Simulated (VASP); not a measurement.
# CoSi2 (Fm-3m) in VASP: further runs

CoSi2 is run at these levels: PBE; tasks: single point.

All numbers are computed with VASP 6.6.1; they aren't measurements. Logs are shortened: lines on timing, memory, paths and dates and some standing lists are left out, and cuts for length are marked.

### Step 1. The cell of the first run

It takes space group Fm-3m (No. 225, cubic). The conventional cell has a = 5.356 Å, b = 5.356 Å, c = 5.356 Å, α = 90.00°, β = 90.00°, γ = 90.00°. Co (site symmetry m-3m) has 8 Si at 2.32 Å within 3.1 Å. Within 3.1 Å of Si (site symmetry -43m) lie 4 Co at 2.32 Å and 6 Si at 2.68 Å.

### Step 2. Single point, PBE, collinear spin, zero start

Contents of INCAR:

```
  PREC = Accurate
  ENCUT = 520
  EDIFF = 1E-6
  ISMEAR = -1
  SIGMA = 0.05
  LREAL = False
  LASPH = True
  NELM = 150
  ALGO = Normal
  ISIF = 2
  LWAVE = False
  LCHARG = False
  ISPIN = 2
  MAGMOM = 0 0 0
  LORBIT = 11
  NUPDOWN = 0.0
  LMAXMIX = 4
  GGA = PE
  NBANDS = 20
```

Contents of KPOINTS:

```
Automatic mesh
0
Gamma
  11 11 11
```

Contents of POSCAR:

```
CoSi2
1.0
    0.0000000000      2.6780000000      2.6780000000
    2.6780000000      0.0000000000      2.6780000000
    2.6780000000      2.6780000000      0.0000000000
Co Si
1 2
Direct
    0.0000000000      0.0000000000      0.0000000000
    0.2500000000      0.2500000000      0.2500000000
    0.7500000000      0.7500000000      0.7500000000
```

Potentials or basis: VASP PAW PBE potentials, release 64 (Co, Si).

Run with:

```bash
cat potpaw_PBE.64/Co/POTCAR potpaw_PBE.64/Si/POTCAR > POTCAR
mpirun -np 1 vasp_std > vasp.out
```

OUTCAR:

```text
PREC = Accurate
   ENCUT = 520
   EDIFF = 1E-6
   ISMEAR = -1
   LREAL = False
   LASPH = True
   NELM = 150
   ISIF = 2
   ISPIN = 2
   LORBIT = 11
   NUPDOWN = 0.0
   GGA = PE

 ion  position               nearest neighbor table
   1  0.000  0.000  0.000-   3 2.32   2 2.32   3 2.32   2 2.32   3 2.32   3 2.32   2 2.32   2 2.32

   2  0.250  0.250  0.250-   1 2.32   1 2.32   1 2.32   1 2.32   3 2.68   3 2.68   3 2.68   3 2.68
                             3 2.68   3 2.68
   3  0.750  0.750  0.750-   1 2.32   1 2.32   1 2.32   1 2.32   2 2.68   2 2.68   2 2.68   2 2.68
                             2 2.68   2 2.68

  LATTYP: Found a face centered cubic cell.
 ALAT       =     5.3560000000

  Lattice vectors:

 A1 = (   0.0000000000,   2.6780000000,   2.6780000000)
 A2 = (   2.6780000000,   0.0000000000,   2.6780000000)
 A3 = (   2.6780000000,   2.6780000000,   0.0000000000)

Analysis of symmetry for initial positions (statically):
=====================================================================
 Subroutine PRICEL returns:
 Original cell was already a primitive cell.

 Routine SETGRP: Setting up the symmetry group for a
 face centered cubic supercell.

 Subroutine GETGRP returns: Found 48 space group operations
 (whereof 48 operations were pure point group operations)
 out of a pool of 48 trial point group operations.

The static configuration has the point symmetry O_h .

Analysis of symmetry for dynamics (positions and initial velocities):
=====================================================================
 Subroutine PRICEL returns:
 Original cell was already a primitive cell.

 Routine SETGRP: Setting up the symmetry group for a
 face centered cubic supercell.

 Subroutine GETGRP returns: Found 48 space group operations
 (whereof 48 operations were pure point group operations)
 out of a pool of 48 trial point group operations.

The dynamic configuration has the point symmetry O_h .

Analysis of structural, dynamic, and magnetic symmetry:
=====================================================================
 Subroutine PRICEL returns:
 Original cell was already a primitive cell.

 Routine SETGRP: Setting up the symmetry group for a
 face centered cubic supercell.

 Subroutine GETGRP returns: Found 48 space group operations
 (whereof 48 operations were pure point group operations)
 out of a pool of 48 trial point group operations.

The overall configuration has the point symmetry O_h .

 Subroutine INISYM returns: Found 48 space group operations
 (whereof 48 operations are pure point group operations),
 and found     1 'primitive' translations
[... 122 lines left out ...]
   GGA     = PE    functional components
   LHFCALC =     F    Hartree Fock is set to
   AEXX    =    0.0000 exact exchange contribution
   IVDW    =     0    specifies the selected vdW correction
   LEPSILON=     F    determine dielectric tensor
   LRPA    =     F    only Hartree local field effects (RPA)
 spin polarized calculation
  energy-cutoff  :      520.00
  volume of cell :       38.41
 maximum number of plane-waves:      1044
   NGX = 15   NGY = 15   NGZ = 15

 number of electron      16.9999995 magnetization       0.0000000

 number of electron      16.9999995 magnetization      -0.0000000

 Free energy of the ion-electron system (eV)
  ---------------------------------------------------
  ext. energy  EPLUGINS =         0.00000000
  ---------------------------------------------------
  free energy    TOTEN  =       -19.30009968 eV

  energy without entropy =      -19.29192474  energy(sigma->0) =      -19.29601221

 E-fermi :  10.0883     XC(G=0): -11.7465

 val. band max:       10.0662436749   @ k =  -0.2727   0.2727   0.0000
 cond. band min:      10.1022507259   @ k =   0.3636   0.1818   0.0000
 fundamental gap:      0.0360070510
 Fermi energy:        10.0882982929

 spin component 1

 k-point     1 :       0.0000    0.0000    0.0000
  band No.  band energies     occupation
      1      -3.0318      1.00000
      2       6.0146      1.00000
      3       6.0146      1.00000
      4       6.0146      1.00000
      5       8.1841      1.00000
      6       8.1841      1.00000
[... 541 lines left out ...]
     19      24.2805      0.00000
     20      26.1735      0.00000

 [... further k-points ...]

 spin component 2

 k-point     1 :       0.0000    0.0000    0.0000
  band No.  band energies     occupation
      1      -3.0318      1.00000
      2       6.0145      1.00000
      3       6.0145      1.00000
      4       6.0145      1.00000
      5       8.1841      1.00000
      6       8.1841      1.00000
[... 541 lines left out ...]
     19      24.2805      0.00000
     20      26.1735      0.00000

 [... further k-points ...]

------------------------ aborting loop because EDIFF is reached ----------------------------------------

  FORCE on cell =-STRESS in cart. coord.  units (eV):
  Direction    XX          YY          ZZ          XY          YZ          ZX
  --------------------------------------------------------------------------------------
  -------------------------------------------------------------------------------------
  Total        0.0868288      0.0868288      0.0868288     -0.0000000     -0.0000000      0.0000000
  in kB        3.6217018      3.6217018      3.6217018     -0.0000000     -0.0000000      0.0000000
  external PRESSURE =       3.6217018 kB  Pullay stress =       0.0000000 kB

 VOLUME and BASIS-vectors are now :
 -----------------------------------------------------------------------------
  energy-cutoff  :      520.00
  volume of cell :       38.41
      direct lattice vectors                 reciprocal lattice vectors
     0.000000000  2.678000000  2.678000000    -0.186706497  0.186706497  0.186706497
     2.678000000  0.000000000  2.678000000     0.186706497 -0.186706497  0.186706497
     2.678000000  2.678000000  0.000000000     0.186706497  0.186706497 -0.186706497

 POSITION                                       TOTAL-FORCE (eV/Angst)
 -----------------------------------------------------------------------------------
      0.00000      0.00000      0.00000         0.000000      0.000000      0.000000
      1.33900      1.33900      1.33900        -0.000000     -0.000000      0.000000
      4.01700      4.01700      4.01700         0.000000      0.000000     -0.000000
 -----------------------------------------------------------------------------------
    total drift:                               -0.000000     -0.000000      0.000000

  FREE ENERGIE OF THE ION-ELECTRON SYSTEM (eV)
  ---------------------------------------------------
  free  energy   TOTEN  =       -19.3000996840 eV

  energy  without entropy=      -19.2919247433  energy(sigma->0) =      -19.29601221

 total charge

# of ion       s       p       d       tot
------------------------------------------
    1        0.540   0.720   7.595   8.855
    2        0.717   0.873   0.000   1.590
    3        0.717   0.873   0.000   1.590
--------------------------------------------------
tot          1.974   2.466   7.595  12.035

 magnetization (x)

# of ion       s       p       d       tot
------------------------------------------
    1        0.000   0.000  -0.000  -0.000
    2       -0.000  -0.000   0.000  -0.000
    3       -0.000  -0.000   0.000  -0.000
--------------------------------------------------
tot         -0.000  -0.000  -0.000  -0.000
```

OSZICAR:

```text
N       E                     dE             d eps       ncg     rms          rms(c)
DAV:   1     0.672169187545E+02    0.67217E+02   -0.64751E+03  4512   0.808E+02
DAV:   2    -0.161206596554E+02   -0.83338E+02   -0.72685E+02  4776   0.185E+02
DAV:   3    -0.206468322985E+02   -0.45262E+01   -0.43694E+01  5496   0.458E+01
DAV:   4    -0.207196825892E+02   -0.72850E-01   -0.72711E-01  5144   0.525E+00
DAV:   5    -0.207217321093E+02   -0.20495E-02   -0.20493E-02  5608   0.946E-01    0.145E+01
DAV:   6    -0.244623023857E+02   -0.37406E+01   -0.17650E+01  5064   0.825E+01    0.179E+01
DAV:   7    -0.193510607570E+02    0.51112E+01   -0.82993E+00  5432   0.642E+01    0.319E+00
DAV:   8    -0.193273053366E+02    0.23755E-01   -0.45735E-01  5300   0.374E+00    0.179E+00
DAV:   9    -0.193000816938E+02    0.27224E-01   -0.60057E-02  5240   0.404E+00    0.477E-01
DAV:  10    -0.193003653567E+02   -0.28366E-03   -0.50001E-03  6056   0.108E+00    0.170E-01
DAV:  11    -0.193000736838E+02    0.29167E-03   -0.92455E-04  5672   0.505E-01    0.341E-02
DAV:  12    -0.193001001269E+02   -0.26443E-04   -0.85257E-05  5176   0.532E-02    0.189E-02
DAV:  13    -0.193000996840E+02    0.44298E-06   -0.74269E-06  5168   0.325E-02
   1 F= -.19300100E+02 E0= -.19296012E+02  d E =-.817494E-02  mag=     0.0000
```

stdout:

```text
POSCAR found type information on POSCAR CoSi
 POSCAR found :  2 types and       3 ions
 scaLAPACK will be used
 LDA part: xc-table for (Slater+PW92), standard interpolation
 POSCAR, INCAR and KPOINTS ok, starting setup
 FFT: planning ... GRIDC
 FFT: planning ... GRID_SOFT
 FFT: planning ... GRID
 WAVECAR not read
 entering main loop
```

Wall time 2.3 min (1 thread of Intel Xeon 8259CL, shared host); peak memory 0.21 GiB.

What came out:

- Free energy: -19.3001 eV
- Pressure: 0.4 GPa
- Net moment: 0.00 μB per cell
- Valence electrons inside the program's atomic spheres: Co 8.86; Si 1.59

Caveat: the total moment is fixed, so each spin has its own Fermi level.

### Step 3. Single point, PBE, collinear spin, ferromagnetic start

Contents of INCAR:

```
PREC = Accurate ; ENCUT = 520
EDIFF = 1E-6 ; ISMEAR = -1
SIGMA = 0.05 ; LREAL = F
LASPH = T ; NELM = 150
ALGO = Normal ; ISIF = 2
LWAVE = F ; LCHARG = T
ISPIN = 2 ; MAGMOM = 0.31 0.04 0.04
LORBIT = 11 ; NUPDOWN = 0.5
LMAXMIX = 4 ; GGA = PE
LELF = T ; LVHAR = T
NBANDS = 20
```

Contents of KPOINTS:

```
regular mesh
0
Gamma
  11 11 11
```

POSCAR is that of step 2.

Potentials or basis: VASP PAW PBE potentials, release 64 (Co, Si).

Run with:

```bash
cat potpaw_PBE.64/Co/POTCAR potpaw_PBE.64/Si/POTCAR > POTCAR
mpirun -np 1 vasp_std > vasp.out
```

OUTCAR:

```text
PREC = Accurate
   ENCUT = 520
   EDIFF = 1E-6
   ISMEAR = -1
   LREAL = F
   LASPH = T
   NELM = 150
   ISIF = 2
   ISPIN = 2
   LORBIT = 11
   NUPDOWN = 0.5
   GGA = PE

 ion  position               nearest neighbor table
   1  0.000  0.000  0.000-   3 2.32   2 2.32   3 2.32   2 2.32   3 2.32   3 2.32   2 2.32   2 2.32

   2  0.250  0.250  0.250-   1 2.32   1 2.32   1 2.32   1 2.32   3 2.68   3 2.68   3 2.68   3 2.68
                             3 2.68   3 2.68
   3  0.750  0.750  0.750-   1 2.32   1 2.32   1 2.32   1 2.32   2 2.68   2 2.68   2 2.68   2 2.68
                             2 2.68   2 2.68

  LATTYP: Found a face centered cubic cell.
 ALAT       =     5.3560000000

  Lattice vectors:

 A1 = (   0.0000000000,   2.6780000000,   2.6780000000)
 A2 = (   2.6780000000,   0.0000000000,   2.6780000000)
 A3 = (   2.6780000000,   2.6780000000,   0.0000000000)

Analysis of symmetry for initial positions (statically):
=====================================================================
 Subroutine PRICEL returns:
 Original cell was already a primitive cell.

 Routine SETGRP: Setting up the symmetry group for a
 face centered cubic supercell.

 Subroutine GETGRP returns: Found 48 space group operations
 (whereof 48 operations were pure point group operations)
 out of a pool of 48 trial point group operations.

The static configuration has the point symmetry O_h .

Analysis of symmetry for dynamics (positions and initial velocities):
=====================================================================
 Subroutine PRICEL returns:
 Original cell was already a primitive cell.

 Routine SETGRP: Setting up the symmetry group for a
 face centered cubic supercell.

 Subroutine GETGRP returns: Found 48 space group operations
 (whereof 48 operations were pure point group operations)
 out of a pool of 48 trial point group operations.

The dynamic configuration has the point symmetry O_h .

Analysis of structural, dynamic, and magnetic symmetry:
=====================================================================
 Subroutine PRICEL returns:
[... 157 lines left out ...]

 E-fermi :   9.7832     XC(G=0): -11.7464

 val. band max:       10.5518937806   @ k =  -0.2727   0.1818   0.0000
 cond. band min:       9.7854497314   @ k =   0.4545   0.0000   0.0000
 fundamental gap:     -0.7664440492
 Fermi energy:        10.6114790218

 spin component 1

 k-point     1 :       0.0000    0.0000    0.0000
  band No.  band energies     occupation
      1      -3.0848      1.00000
      2       5.9128      1.00000
      3       5.9128      1.00000
      4       5.9128      1.00000
      5       8.0329      1.00000
      6       8.0329      1.00000
[... 541 lines left out ...]
     19      24.2322      0.00000
     20      26.1280      0.00000

 [... further k-points ...]

 spin component 2

 k-point     1 :       0.0000    0.0000    0.0000
  band No.  band energies     occupation
      1      -2.9748      1.00000
      2       6.0969      1.00000
      3       6.0969      1.00000
      4       6.0969      1.00000
      5       8.2952      1.00000
      6       8.2952      1.00000
[... 541 lines left out ...]
     19      24.3297      0.00000
     20      26.2177      0.00000

 [... further k-points ...]

------------------------ aborting loop because EDIFF is reached ----------------------------------------

  FORCE on cell =-STRESS in cart. coord.  units (eV):
  Direction    XX          YY          ZZ          XY          YZ          ZX
  --------------------------------------------------------------------------------------
  -------------------------------------------------------------------------------------
  Total        0.2554275      0.2554275      0.2554275      0.0000000      0.0000000      0.0000000
  in kB       10.6540936     10.6540936     10.6540936      0.0000000      0.0000000      0.0000000
  external PRESSURE =      10.6540936 kB  Pullay stress =       0.0000000 kB

 VOLUME and BASIS-vectors are now :
 -----------------------------------------------------------------------------
  energy-cutoff  :      520.00
  volume of cell :       38.41
      direct lattice vectors                 reciprocal lattice vectors
     0.000000000  2.678000000  2.678000000    -0.186706497  0.186706497  0.186706497
     2.678000000  0.000000000  2.678000000     0.186706497 -0.186706497  0.186706497
     2.678000000  2.678000000  0.000000000     0.186706497  0.186706497 -0.186706497

 POSITION                                       TOTAL-FORCE (eV/Angst)
 -----------------------------------------------------------------------------------
      0.00000      0.00000      0.00000        -0.000000     -0.000000     -0.000000
      1.33900      1.33900      1.33900        -0.000000     -0.000000      0.000000
      4.01700      4.01700      4.01700         0.000000      0.000000     -0.000000
 -----------------------------------------------------------------------------------
    total drift:                               -0.000000     -0.000000      0.000000

  FREE ENERGIE OF THE ION-ELECTRON SYSTEM (eV)
  ---------------------------------------------------
  free  energy   TOTEN  =       -19.1988513904 eV

  energy  without entropy=      -19.1891329652  energy(sigma->0) =      -19.19399218

 total charge

# of ion       s       p       d       tot
------------------------------------------
    1        0.541   0.724   7.587   8.852
    2        0.718   0.873   0.000   1.591
    3        0.718   0.873   0.000   1.591
--------------------------------------------------
tot          1.977   2.470   7.587  12.034

 magnetization (x)

# of ion       s       p       d       tot
------------------------------------------
    1        0.006   0.063   0.246   0.315
    2        0.003   0.031   0.000   0.034
    3        0.003   0.031   0.000   0.034
--------------------------------------------------
tot          0.013   0.125   0.246   0.384
```

Wall time 1.7 min (1 thread of Intel Xeon 8259CL, shared host); peak memory 0.21 GiB.

Results:

| Quantity | Value |
| --- | --- |
| Free energy | -19.1989 eV |
| Pressure | 1.1 GPa |
| Net moment | 0.50 μB per cell |
| Site moments | Co +0.32; Si +0.03 μB |
| Valence electrons inside the program's atomic spheres | Co 8.85; Si 1.59 |

Caveat: the total moment is fixed, so each spin has its own Fermi level and the state may be an excited one.

[end of part 1 of 2]
